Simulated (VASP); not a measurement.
The system is CdS.

```
Cd S
1.0
     0.00000    2.91000    2.91000
     2.91000    0.00000    2.91000
     2.91000    2.91000    0.00000
Cd S
1 1
Direct
  0.00000 0.00000 0.00000
  0.75000 0.75000 0.75000
```

Base run:

* Program: VASP 6.6.1
* Functional: PBEsol
* Potentials or basis: VASP PAW PBE potentials, release 64 (Cd, S)
* Cutoff: 520 eV
* k mesh: 9 × 9 × 9
* Occupations: fermi-dirac, width 0.03 eV
* Spin: no spin polarisation

Its results: band gap on the k mesh 1.02 eV, direct; pressure 0.5 GPa.

Problem. The run is repeated on the same cell with these changes: functional from PBEsol to PBE. What comes out?

Solution. Band gap on the k mesh 1.16 eV, direct; pressure 3.7 GPa.

PBE binds less tightly than PBEsol, so the same cell stands under more pressure.

Caveats: the PAW data sets were made with another functional, which shifts forces and pressure a little (some runs).

